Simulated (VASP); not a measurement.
# Rb (P6_3/mmc) in VASP: notebook, part 2 of 2

VASP 6.6.1.

## (4) Single point, PBE (91.29 Å³/atom)

This run uses another cell than the first one, of 91.29 Å³/atom.

INCAR reads:

```
SYSTEM = Rb
PREC = Accurate
ENCUT = 500
EDIFF = 1E-6
ISMEAR = -1
SIGMA = 0.1
LREAL = .FALSE.
LASPH = .TRUE.
NELM = 120
ALGO = Normal
ISIF = 2
LWAVE = .FALSE.
LCHARG = .TRUE.
GGA = PE
LELF = .TRUE.
LVHAR = .TRUE.
NBANDS = 26
GGA_COMPAT = .FALSE.
```

KPOINTS reads:

```
regular mesh
0
G
  8 8 3
  0 0 0
```

POSCAR reads:

```
Rb
1.0
    5.0370781311      0.0000000000      0.0000000000
   -2.5185390655      4.3622376224      0.0000000000
    0.0000000000      0.0000000000     16.6179552725
Rb
4
Direct
    1.0000000000      1.0000000000      0.0000000000
    0.0000000000      1.0000000000      0.5000000000
    0.3333333333      0.6666666667      0.2500000000
    0.6666666667      0.3333333333      0.7500000000
```

Potentials or basis: VASP PAW PBE potentials, release 64 (Rb_sv).

Launch:

```
$ cat potpaw_PBE.64/Rb_sv/POTCAR > POTCAR
$ mpirun -np 1 vasp_std > vasp.out
```

OUTCAR:

```text
SYSTEM = Rb
   PREC = Accurate
   ENCUT = 500
   EDIFF = 1E-6
   ISMEAR = -1
   LREAL = .FALSE.
   LASPH = .TRUE.
   NELM = 120
   ISIF = 2
   GGA = PE

 ion  position               nearest neighbor table
   1  0.000  0.000  0.000-   3 5.07   4 5.07   3 5.07   4 5.07   4 5.07   3 5.07
   2  0.000  0.000  0.500-   3 5.07   4 5.07   3 5.07   4 5.07   4 5.07   3 5.07
   3  0.333  0.667  0.250-   1 5.07   2 5.07   1 5.07   2 5.07   1 5.07   2 5.07
   4  0.667  0.333  0.750-   1 5.07   2 5.07   1 5.07   2 5.07   1 5.07   2 5.07

  LATTYP: Found a hexagonal cell.
 ALAT       =     5.0370781311
 C/A-ratio  =     3.2991259695

  Lattice vectors:

 A1 = (   5.0370781311,   0.0000000000,   0.0000000000)
 A2 = (  -2.5185390655,   4.3622376224,   0.0000000000)
 A3 = (   0.0000000000,   0.0000000000,  16.6179552725)

Analysis of symmetry for initial positions (statically):
=====================================================================
 Subroutine PRICEL returns:
 Original cell was already a primitive cell.

 Routine SETGRP: Setting up the symmetry group for a
 hexagonal supercell.

 Subroutine GETGRP returns: Found 24 space group operations
 (whereof 12 operations were pure point group operations)
 out of a pool of 24 trial point group operations.

The static configuration has the point symmetry D_3d.
 The point group associated with its full space group is D_6h.

Analysis of symmetry for dynamics (positions and initial velocities):
=====================================================================
 Subroutine PRICEL returns:
 Original cell was already a primitive cell.

 Routine SETGRP: Setting up the symmetry group for a
 hexagonal supercell.

 Subroutine GETGRP returns: Found 24 space group operations
 (whereof 12 operations were pure point group operations)
 out of a pool of 24 trial point group operations.

The dynamic configuration has the point symmetry D_3d.
 The point group associated with its full space group is D_6h.

 Subroutine INISYM returns: Found 24 space group operations
 (whereof 12 operations are pure point group operations),
 and found     1 'primitive' translations

----------------------------------------------------------------------------------------

                                     Primitive cell

  volume of cell :     365.1452

  direct lattice vectors                    reciprocal lattice vectors
     5.037078131  0.000000000  0.000000000     0.198527792  0.114620074  0.000000000
    -2.518539066  4.362237622  0.000000000     0.000000000  0.229240148  0.000000000
     0.000000000  0.000000000 16.617955273     0.000000000  0.000000000  0.060175875

  length of vectors
     5.037078131  5.037078131 16.617955273     0.229240148  0.229240148  0.060175875

  position of ions in fractional coordinates (direct lattice)
     0.000000000  0.000000000  0.000000000
     0.000000000  0.000000000  0.500000000
     0.333333333  0.666666667  0.250000000
     0.666666667  0.333333333  0.750000000

  ion indices of the primitive-cell ions
   primitive index   ion index
                 1           1
                 2           2
                 3           3
                 4           4

----------------------------------------------------------------------------------------

 KPOINTS: regular mesh

Automatic generation of k-mesh.
 Grid dimensions read from file:
 generate k-points for:    8    8    3

 Generating k-lattice:

  Cartesian coordinates                     Fractional coordinates (reciprocal lattice)
     0.024815974  0.014327509  0.000000000     0.125000000  0.000000000  0.000000000
     0.000000000  0.028655019  0.000000000     0.000000000  0.125000000  0.000000000
     0.000000000  0.000000000  0.020058625     0.000000000  0.000000000  0.333333333

  Length of vectors
     0.028655019  0.028655019  0.020058625

  Shift w.r.t. Gamma in fractional coordinates (k-lattice)
     0.000000000  0.000000000  0.000000000

 Subroutine IBZKPT returns following result:
 ===========================================

 Found     20 irreducible k-points:

 Following reciprocal coordinates:
            Coordinates               Weight
  0.000000  0.000000  0.000000      1.000000
  0.125000  0.000000  0.000000      6.000000
  0.250000  0.000000  0.000000      6.000000
  0.375000  0.000000  0.000000      6.000000
  0.500000  0.000000  0.000000      3.000000
  0.125000  0.125000  0.000000      6.000000
[... 12 lines left out ...]
  0.250000  0.250000  0.333333     12.000000
  0.375000  0.250000  0.333333     12.000000
   k-points           NKPTS =     20   k-points in BZ     NKDIM =     20   number of bands    NBANDS=     26
   number of dos      NEDOS =    301   number of ions     NIONS =      4
   total plane-waves  NPLWV = 201600
   dimension x,y,z NGX =    40 NGY =   40 NGZ =  126
   dimension x,y,z NGXF=    80 NGYF=   80 NGZF=  252
   ions per type =               4
   NGX,Y,Z   is equivalent  to a cutoff of  13.20, 13.20, 12.61 a.u.
   NGXF,Y,Z  is equivalent  to a cutoff of  26.40, 26.40, 25.21 a.u.
 SYSTEM =  Rb
   PREC   = accura    normal or accurate (medium, high low for compatibility)
   ISTART =      0    job   : 0-new  1-cont  2-samecut
   ICHARG =      2    charge: 1-file 2-atom 10-const
   ISPIN  =      1    spin polarized calculation?
   LNONCOLLINEAR =      F non collinear calculations
   LSORBIT =      F    spin-orbit coupling
   LASPH  =      T    aspherical Exc in radial PAW
   ENCUT  =  500.0 eV  36.75 Ry    6.06 a.u.   9.18  9.18 30.30*2*pi/ulx,y,z
   NELM   =    120;   NELMIN=  2; NELMDL= -5     # of ELM steps
   EDIFF  = 0.1E-05   stopping-criterion for ELM
   LREAL  =      F    real-space projection
   EDIFFG = 0.1E-04   stopping-criterion for IOM
   NSW    =      0    number of steps for IOM
   IBRION =     -1    ionic relax: 0-MD 1-quasi-New 2-CG
   NFREE  =      0    steps in history (QN), initial steepest desc. (CG)
   ISIF   =      2    stress and relaxation
   ISYM   =      2    0-nonsym 1-usesym 2-fastsym
   POTIM  = 0.5000    time-step for ionic-motion
   TEBEG  =    0.0;   TEEND  =   0.0 temperature during run
   PSTRESS=    0.0 pullay stress
   NELECT =      36.0000    total number of electrons
   NUPDOWN=      -1.0000    fix difference up-down
   EMIN   =  10.00;   EMAX   =-10.00  energy-range for DOS
   EFERMI =   0.00;   METHOD = LEGACY
   ISMEAR =    -1;   SIGMA  =   0.10  broadening in eV -4-tet -1-fermi 0-gaus
   EFERMI_NEDOS =   21; number of points for ismear=-14 and -15
   IALGO  =     38    algorithm
   IMIX   =      4    mixing-type and parameters
     AMIX     =   0.40;   BMIX     =  1.00
     AMIX_MAG =   1.60;   BMIX_MAG =  1.00
  volume/ion in A,a.u.               =      91.29       616.03
  Fermi-wavevector in a.u.,A,eV,Ry     =   0.756288  1.429177  7.782143  0.571971
  Thomas-Fermi vector in A             =   1.854375
   LORBIT       =      0    0 simple, 1 ext, 2 COOP (PROOUT), +10 PAW based schemes
   GGA     = PE    functional components
   LHFCALC =     F    Hartree Fock is set to
   AEXX    =    0.0000 exact exchange contribution
   IVDW    =     0    specifies the selected vdW correction
   LEPSILON=     F    determine dielectric tensor
   LRPA    =     F    only Hartree local field effects (RPA)
 non-spin polarized calculation
  energy-cutoff  :      500.00
  volume of cell :      365.15
 maximum number of plane-waves:      9302
 NGX is ok and might be reduce to    40
   NGX = 19   NGY = 19   NGZ = 61

 number of electron      36.0000000 magnetization

 Free energy of the ion-electron system (eV)
  ---------------------------------------------------
  ext. energy  EPLUGINS =         0.00000000
  ---------------------------------------------------
  free energy    TOTEN  =        -3.80476577 eV

  energy without entropy =       -3.68108311  energy(sigma->0) =       -3.74292444

 E-fermi :  -0.0053     XC(G=0):  -5.4575

 val. band max:       -0.0444669262   @ k =   0.2500   0.2500   0.3333
 cond. band min:       0.0488605948   @ k =   0.3750   0.1250   0.3333
 fundamental gap:      0.0933275210
 Fermi energy:        -0.0052551977

 k-point     1 :       0.0000    0.0000    0.0000
  band No.  band energies     occupation
      1     -28.8931      2.00000
      2     -28.8915      2.00000
      3     -28.8910      2.00000
      4     -28.8895      2.00000
      5     -13.0280      2.00000
      6     -12.9836      2.00000
[... 569 lines left out ...]
     25       1.6001      0.00000
     26       1.7798      0.00000

------------------------ aborting loop because EDIFF is reached ----------------------------------------

  FORCE on cell =-STRESS in cart. coord.  units (eV):
  Direction    XX          YY          ZZ          XY          YZ          ZX
  --------------------------------------------------------------------------------------
  -------------------------------------------------------------------------------------
  Total        0.0843972      0.0843972     -0.0906404      0.0000000      0.0000000      0.0000000
  in kB        0.3703166      0.3703166     -0.3977101      0.0000000      0.0000000      0.0000000
  external PRESSURE =       0.1143077 kB  Pullay stress =       0.0000000 kB

 VOLUME and BASIS-vectors are now :
 -----------------------------------------------------------------------------
  energy-cutoff  :      500.00
  volume of cell :      365.15
      direct lattice vectors                 reciprocal lattice vectors
     5.037078131  0.000000000  0.000000000     0.198527792  0.114620074  0.000000000
    -2.518539066  4.362237622  0.000000000     0.000000000  0.229240148  0.000000000
     0.000000000  0.000000000 16.617955273     0.000000000  0.000000000  0.060175875

 POSITION                                       TOTAL-FORCE (eV/Angst)
 -----------------------------------------------------------------------------------
      0.00000      0.00000      0.00000         0.000000     -0.000000     -0.000000
      0.00000      0.00000      8.30898         0.000000     -0.000000     -0.000000
     -0.00000      2.90816      4.15449        -0.000000      0.000000      0.000000
      2.51854      1.45408     12.46347         0.000000     -0.000000      0.000000
 -----------------------------------------------------------------------------------
    total drift:                                0.000000      0.000000      0.000000

  FREE ENERGIE OF THE ION-ELECTRON SYSTEM (eV)
  ---------------------------------------------------
  free  energy   TOTEN  =        -3.8047657685 eV

  energy  without entropy=       -3.6810831072  energy(sigma->0) =       -3.74292444
```

It took 2.9 min on 1 thread of Intel Xeon Platinum 8488C (Sapphire Rapids), shared host; peak memory 0.51 GiB.

What came out:

```
Free energy            : -3.8048 eV
Pressure               : 0.0 GPa
Band gap on the k mesh : zero (bands 18 and 19 overlap by 1.90 eV)
```

## (5) Overview

```tsv
cell	gap on the mesh (eV)	pressure (GPa)
a = 4.899, b = 4.899, c = 16.162 Å, angles 90.0, 90.0, 120.0°, 4 atoms	none	0.3
a = 4.969, b = 4.969, c = 16.393 Å, angles 90.0, 90.0, 120.0°, 4 atoms	none	0.1
a = 5.037, b = 5.037, c = 16.618 Å, angles 90.0, 90.0, 120.0°, 4 atoms	none	0.0
```

Alike in all rows: task single point; level PBE; potentials or basis VASP PAW PBE potentials, release 64 (Rb_sv); no spin polarisation; k mesh 8 × 8 × 3; cutoff (eV) 500; smearing fermi-dirac 0.1 eV.

Absolute energies hang on the potentials; compare differences alone.
